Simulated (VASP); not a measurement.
# S (Fm-3m) in VASP: further runs

Runs on S. Level: PBE. Tasks: single point, relaxation of cell and atoms.

All numbers are computed with VASP 6.6.1; they aren't measurements. Logs are shortened: lines on timing, memory, paths and dates and some standing lists are left out, and cuts for length are marked.

## (1) The cell of the first run

The structure is cubic, space group Fm-3m (No. 225). Conventional cell: a = 3.954 Å, b = 3.954 Å, c = 3.954 Å, α = 90.00°, β = 90.00°, γ = 90.00°. S (site symmetry m-3m) has 12 S at 2.80 Å within 3.7 Å.

This isn't the form of S at room conditions, which is orthorhombic, of S8 rings.

## (2) Single point, PBE

INCAR reads:

```
SYSTEM = S
PREC = Accurate
ENCUT = 520
EDIFF = 1E-6
ISMEAR = -1
SIGMA = 0.08
LREAL = .False.
LASPH = .True.
NELM = 100
ALGO = Normal
ISIF = 2
LWAVE = .False.
LCHARG = .False.
GGA = PE
NBANDS = 9
```

KPOINTS reads:

```
Automatic mesh
0
Gamma
  16 16 16
  0 0 0
```

POSCAR reads:

```
S
1.0
    0.0000000000      1.9769062623      1.9769062623
    1.9769062623      0.0000000000      1.9769062623
    1.9769062623      1.9769062623      0.0000000000
S
1
Direct
    0.0000000000      0.0000000000      0.0000000000
```

Potentials or basis: VASP PAW PBE potentials, release 64 (S).

On the command line:

```console
> cat potpaw_PBE.64/S/POTCAR > POTCAR
> mpirun -np 1 vasp_std > vasp.out
```

OUTCAR:

```text
SYSTEM = S
   PREC = Accurate
   ENCUT = 520
   EDIFF = 1E-6
   ISMEAR = -1
   LREAL = .False.
   LASPH = .True.
   NELM = 100
   ISIF = 2
   GGA = PE

 ion  position               nearest neighbor table
   1  0.000  0.000  0.000-

  LATTYP: Found a face centered cubic cell.
 ALAT       =     3.9538125246

  Lattice vectors:

 A1 = (   0.0000000000,   1.9769062623,   1.9769062623)
 A2 = (   1.9769062623,   0.0000000000,   1.9769062623)
 A3 = (   1.9769062623,   1.9769062623,   0.0000000000)

Analysis of symmetry for initial positions (statically):
=====================================================================
 Subroutine PRICEL returns:
 Original cell was already a primitive cell.

 Routine SETGRP: Setting up the symmetry group for a
 face centered cubic supercell.

 Subroutine GETGRP returns: Found 48 space group operations
 (whereof 48 operations were pure point group operations)
 out of a pool of 48 trial point group operations.

The static configuration has the point symmetry O_h .

Analysis of symmetry for dynamics (positions and initial velocities):
=====================================================================
 Subroutine PRICEL returns:
 Original cell was already a primitive cell.

 Routine SETGRP: Setting up the symmetry group for a
 face centered cubic supercell.

 Subroutine GETGRP returns: Found 48 space group operations
 (whereof 48 operations were pure point group operations)
 out of a pool of 48 trial point group operations.

The dynamic configuration has the point symmetry O_h .

 Subroutine INISYM returns: Found 48 space group operations
 (whereof 48 operations are pure point group operations),
 and found     1 'primitive' translations

----------------------------------------------------------------------------------------

                                     Primitive cell

  volume of cell :      15.4521

  direct lattice vectors                    reciprocal lattice vectors
     0.000000000  1.976906262  1.976906262    -0.252920439  0.252920439  0.252920439
     1.976906262  0.000000000  1.976906262     0.252920439 -0.252920439  0.252920439
     1.976906262  1.976906262  0.000000000     0.252920439  0.252920439 -0.252920439

  length of vectors
     2.795767648  2.795767648  2.795767648     0.438071051  0.438071051  0.438071051

  position of ions in fractional coordinates (direct lattice)
     0.000000000  0.000000000  0.000000000

  ion indices of the primitive-cell ions
   primitive index   ion index
                 1           1

----------------------------------------------------------------------------------------

 KPOINTS: Automatic mesh

Automatic generation of k-mesh.
 Grid dimensions read from file:
 generate k-points for:   16   16   16

 Generating k-lattice:

  Cartesian coordinates                     Fractional coordinates (reciprocal lattice)
    -0.015807527  0.015807527  0.015807527     0.062500000  0.000000000  0.000000000
     0.015807527 -0.015807527  0.015807527     0.000000000  0.062500000  0.000000000
     0.015807527  0.015807527 -0.015807527     0.000000000  0.000000000  0.062500000

  Length of vectors
     0.027379441  0.027379441  0.027379441

  Shift w.r.t. Gamma in fractional coordinates (k-lattice)
     0.000000000  0.000000000  0.000000000

 Subroutine IBZKPT returns following result:
 ===========================================

 Found    145 irreducible k-points:

 Following reciprocal coordinates:
            Coordinates               Weight
  0.000000  0.000000  0.000000      1.000000
  0.062500  0.000000  0.000000      8.000000
  0.125000  0.000000  0.000000      8.000000
  0.187500  0.000000  0.000000      8.000000
  0.250000  0.000000  0.000000      8.000000
  0.312500  0.000000  0.000000      8.000000
[... 16 lines left out ...]
 -0.125000  0.062500  0.000000     24.000000
 -0.062500  0.062500  0.000000     12.000000
 [... further k-points ...]
   k-points           NKPTS =    145   k-points in BZ     NKDIM =    145   number of bands    NBANDS=      9
   number of dos      NEDOS =    301   number of ions     NIONS =      1
   total plane-waves  NPLWV =  13824
   dimension x,y,z NGX =    24 NGY =   24 NGZ =   24
   dimension x,y,z NGXF=    48 NGYF=   48 NGZF=   48
   ions per type =               1
   NGX,Y,Z   is equivalent  to a cutoff of  14.27, 14.27, 14.27 a.u.
   NGXF,Y,Z  is equivalent  to a cutoff of  28.54, 28.54, 28.54 a.u.
 SYSTEM =  S
   PREC   = accura    normal or accurate (medium, high low for compatibility)
   ISTART =      0    job   : 0-new  1-cont  2-samecut
   ICHARG =      2    charge: 1-file 2-atom 10-const
   ISPIN  =      1    spin polarized calculation?
   LNONCOLLINEAR =      F non collinear calculations
   LSORBIT =      F    spin-orbit coupling
   LASPH  =      T    aspherical Exc in radial PAW
   ENCUT  =  520.0 eV  38.22 Ry    6.18 a.u.   5.20  5.20  5.20*2*pi/ulx,y,z
   NELM   =    100;   NELMIN=  2; NELMDL= -5     # of ELM steps
   EDIFF  = 0.1E-05   stopping-criterion for ELM
   LREAL  =      F    real-space projection
   EDIFFG = 0.1E-04   stopping-criterion for IOM
   NSW    =      0    number of steps for IOM
   IBRION =     -1    ionic relax: 0-MD 1-quasi-New 2-CG
   NFREE  =      0    steps in history (QN), initial steepest desc. (CG)
   ISIF   =      2    stress and relaxation
   ISYM   =      2    0-nonsym 1-usesym 2-fastsym
   POTIM  = 0.5000    time-step for ionic-motion
   TEBEG  =    0.0;   TEEND  =   0.0 temperature during run
   PSTRESS=    0.0 pullay stress
   NELECT =       6.0000    total number of electrons
   NUPDOWN=      -1.0000    fix difference up-down
   EMIN   =  10.00;   EMAX   =-10.00  energy-range for DOS
   EFERMI =   0.00;   METHOD = LEGACY
   ISMEAR =    -1;   SIGMA  =   0.08  broadening in eV -4-tet -1-fermi 0-gaus
   EFERMI_NEDOS =   21; number of points for ismear=-14 and -15
   IALGO  =     38    algorithm
   IMIX   =      4    mixing-type and parameters
     AMIX     =   0.40;   BMIX     =  1.00
     AMIX_MAG =   1.60;   BMIX_MAG =  1.00
  volume/ion in A,a.u.               =      15.45       104.28
  Fermi-wavevector in a.u.,A,eV,Ry     =   1.194343  2.256982 19.408111  1.426456
  Thomas-Fermi vector in A             =   2.330336
   LORBIT       =      0    0 simple, 1 ext, 2 COOP (PROOUT), +10 PAW based schemes
   GGA     = PE    functional components
[... 5 lines left out ...]
 non-spin polarized calculation
  energy-cutoff  :      520.00
  volume of cell :       15.45
 maximum number of plane-waves:       444
 NGX is ok and might be reduce to    24
   NGX = 11   NGY = 11   NGZ = 11

 number of electron       5.9999999 magnetization

 Free energy of the ion-electron system (eV)
  ---------------------------------------------------
  ext. energy  EPLUGINS =         0.00000000
  ---------------------------------------------------
  free energy    TOTEN  =        -2.83911038 eV

  energy without entropy =       -2.82497946  energy(sigma->0) =       -2.83204492

 E-fermi :   7.8173     XC(G=0): -11.2938

 val. band max:        7.8167043358   @ k =  -0.4375   0.3125   0.0000
 cond. band min:       7.8317078121   @ k =  -0.3750   0.3125   0.0625
 fundamental gap:      0.0150034763
 Fermi energy:         7.8172589974

 k-point     1 :       0.0000    0.0000    0.0000
  band No.  band energies     occupation
      1      -9.1577      2.00000
      2      11.1281      0.00000
      3      11.1281      0.00000
      4      11.1281      0.00000
      5      19.9283      0.00000
      6      19.9283      0.00000
      7      19.9283      0.00000
      8      22.5731      0.00000
      9      25.3693      0.00000

 k-point     2 :       0.0625    0.0000    0.0000
  band No.  band energies     occupation
      1      -9.0628      2.00000
      2      10.5854      0.00000
      3      11.0546      0.00000
      4      11.0546      0.00000
      5      19.7561      0.00000
      6      20.0958      0.00000
      7      20.0958      0.00000
      8      22.8826      0.00000
      9      25.0705      0.00000

 k-point     3 :       0.1250    0.0000    0.0000
  band No.  band energies     occupation
      1      -8.7800      2.00000
      2       9.2079      0.00000
      3      10.8599      0.00000
      4      10.8599      0.00000
      5      19.2925      0.00000
      6      20.4971      0.00000
      7      20.4971      0.00000
      8      23.7602      0.00000
      9      24.4805      0.00000

 k-point     4 :       0.1875    0.0000    0.0000
  band No.  band energies     occupation
      1      -8.3152      2.00000
      2       7.4194      1.98625
      3      10.6015      0.00000
      4      10.6016      0.00000
      5      18.7372      0.00000
      6      20.7758      0.00000
      7      20.7758      0.00000
      8      24.2419      0.00000
      9      24.2449      0.00000

 k-point     5 :       0.2500    0.0000    0.0000
  band No.  band energies     occupation
      1      -7.6810      2.00000
      2       5.5108      2.00000
      3      10.3363      0.00000
      4      10.3363      0.00000
      5      18.2347      0.00000
      6      20.5549      0.00000
      7      20.5549      0.00000
      8      24.8581      0.00000
      9      24.8582      0.00000

 k-point     6 :       0.3125    0.0000    0.0000
  band No.  band energies     occupation
      1      -6.9043      2.00000
      2       3.6554      2.00000
      3      10.1040      0.00000
      4      10.1040      0.00000
      5      17.8373      0.00000
      6      20.0479      0.00000
      7      20.0479      0.00000
      8      25.8954      0.00000
      9      26.1276      0.00000
[... 169 lines left out ...]
 k-point    21 :      -0.2500    0.0625    0.0000
  band No.  band energies     occupation
      1      -7.3555      2.00000
      2       4.9272      2.00000
      3       9.4606      0.00000
      4      10.4980      0.00000
      5      18.4246      0.00000
      6      20.3465      0.00000
      7      20.3894      0.00000
      8      24.1842      0.00000
      9      24.7698      0.00000

 k-point    22 :      -0.1875    0.0625    0.0000
  band No.  band energies     occupation
      1      -8.0395      2.00000
      2       6.8044      1.99999
      3       9.7389      0.00000
      4      10.7754      0.00000
      5      18.8009      0.00000
      6      20.7107      0.00000
      7      20.8608      0.00000
      8      23.3077      0.00000
      9      23.9353      0.00000

 k-point    23 :      -0.1250    0.0625    0.0000
  band No.  band energies     occupation
      1      -8.5616      2.00000
      2       8.5955      0.00012
      3      10.0990      0.00000
      4      10.9965      0.00000
      5      19.1855      0.00000
      6      20.5480      0.00000
      7      20.8466      0.00000
      8      23.4481      0.00000
      9      23.6359      0.00000

 k-point    24 :      -0.0625    0.0625    0.0000
  band No.  band energies     occupation
      1      -8.9053      2.00000
      2       9.9808      0.00000
      3      10.5617      0.00000
      4      11.1034      0.00000
      5      19.4932      0.00000
      6      20.1922      0.00000
      7      20.5202      0.00000
      8      23.2856      0.00000
      9      24.2429      0.00000

 [... further k-points ...]

------------------------ aborting loop because EDIFF is reached ----------------------------------------

  FORCE on cell =-STRESS in cart. coord.  units (eV):
  Direction    XX          YY          ZZ          XY          YZ          ZX
  --------------------------------------------------------------------------------------
  -------------------------------------------------------------------------------------
  Total        0.2037783      0.2037783      0.2037783      0.0000000      0.0000000      0.0000000
  in kB       21.1290649     21.1290649     21.1290649      0.0000000      0.0000000      0.0000000
  external PRESSURE =      21.1290649 kB  Pullay stress =       0.0000000 kB

 VOLUME and BASIS-vectors are now :
 -----------------------------------------------------------------------------
  energy-cutoff  :      520.00
  volume of cell :       15.45
      direct lattice vectors                 reciprocal lattice vectors
     0.000000000  1.976906262  1.976906262    -0.252920439  0.252920439  0.252920439
     1.976906262  0.000000000  1.976906262     0.252920439 -0.252920439  0.252920439
     1.976906262  1.976906262  0.000000000     0.252920439  0.252920439 -0.252920439

 POSITION                                       TOTAL-FORCE (eV/Angst)
 -----------------------------------------------------------------------------------
      0.00000      0.00000      0.00000         0.000000      0.000000      0.000000
 -----------------------------------------------------------------------------------
    total drift:                                0.000000     -0.000000     -0.000000

  FREE ENERGIE OF THE ION-ELECTRON SYSTEM (eV)
  ---------------------------------------------------
  free  energy   TOTEN  =        -2.8391103790 eV

  energy  without entropy=       -2.8249794578  energy(sigma->0) =       -2.83204492
```

Run time: 16 s. Hardware: 1 thread of Intel Xeon 8259CL, shared host; peak memory 0.14 GiB.

Results:

- Free energy: -2.8391 eV
- Pressure: 2.1 GPa
- Band gap on the k mesh: zero (bands 3 and 4 overlap by 5.96 eV)

Levels at points of the mesh, in eV from the Fermi level:
```tsv
k point	band 1	band 2	band 3	band 4	band 5	band 6	band 7
(0.00, 0.00, 0.00)	-16.97	3.31	3.31	3.31	12.11	12.11	12.11
(0.50, 0.00, 0.00)	-12.72	-7.64	1.97	1.97	9.52	11.32	11.32
(0.50, 0.50, 0.00)	-11.00	-6.61	-0.86	-0.86	5.31	5.78	22.07
```

## (3) Single point, PBE

INCAR is that of step 2.

KPOINTS reads:

```
regular mesh
0
Gamma
  16 16 16
  0 0 0
```

POSCAR reads:

```
S
1.0
    0.0000000000      1.9772817808      1.9772817808
    1.9772817808      0.0000000000      1.9772817808
    1.9772817808      1.9772817808      0.0000000000
S
1
Direct
    0.0000000000      0.0000000000      0.0000000000
```

Potentials or basis: VASP PAW PBE potentials, release 64 (S).

On the command line:

```console
> cat potpaw_PBE.64/S/POTCAR > POTCAR
> mpirun -np 1 vasp_std > vasp.out
```

Run time: 14 s. Hardware: 1 thread of Intel Xeon 8259CL, shared host; peak memory 0.14 GiB.

The run converged. Its results:

- Free energy: -2.8392 eV
- Pressure: 2.1 GPa
- Band gap on the k mesh: zero (bands 3 and 4 overlap by 5.95 eV)

Levels at points of the mesh, in eV from the Fermi level:
| k point | band 1 | band 2 | band 3 | band 4 | band 5 | band 6 |
| --- | --- | --- | --- | --- | --- | --- |
| (0.00, 0.00, 0.00) | -16.97 | 3.31 | 3.31 | 3.31 | 12.11 | 12.11 |
| (0.50, 0.00, 0.00) | -12.72 | -7.63 | 1.96 | 1.96 | 9.52 | 11.32 |
| (0.50, 0.50, 0.00) | -11.00 | -6.61 | -0.86 | -0.86 | 5.31 | 5.78 |

[end of part 1 of 2]
